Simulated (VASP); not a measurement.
A run of VASP 6.6.1:

Contents of INCAR:

```
SYSTEM = Bi3S
  PREC = Accurate
  ENCUT = 600
  EDIFF = 1E-6
  ISMEAR = 0
  SIGMA = 0.1
  LREAL = .FALSE.
  LASPH = .TRUE.
  NELM = 100
  ALGO = Normal
  ISIF = 3
  LWAVE = .FALSE.
  LCHARG = .FALSE.
  GGA = PE
  IBRION = 2
  NSW = 100
  EDIFFG = -0.01
```

KPOINTS

```
regular mesh
0
G
  10 10 10
  0 0 0
```

POSCAR

```
Bi3S
1.0
    0.0000000000      3.8039824800      3.8039824800
    3.8039824800      0.0000000000      3.8039824800
    3.8039824800      3.8039824800      0.0000000000
Bi S
3 1
Direct
    0.2500000000      0.2500000000      0.2500000000
    0.7500000000      0.7500000000      0.7500000000
    0.5000000000      0.5000000000      0.5000000000
    0.0000000000      0.0000000000      0.0000000000
```

Potentials or basis: VASP PAW PBE potentials, release 64 (Bi_d, S).

The run is started by

```console
$ cat potpaw_PBE.64/Bi_d/POTCAR potpaw_PBE.64/S/POTCAR > POTCAR
$ mpirun -np 1 vasp_std > vasp.out
```

Hardware: 1 thread of AMD EPYC 9R45 96-Core Processor (Zen 5), with other jobs on the host.

Q: Estimate the wall time of this run.

A: Run time: 3.8 min on 1 thread of AMD EPYC 9R45 96-Core Processor (Zen 5), with other jobs on the host, peak memory 0.38 GiB. Counts: scf iterations 22, k points 47, ion steps 2.
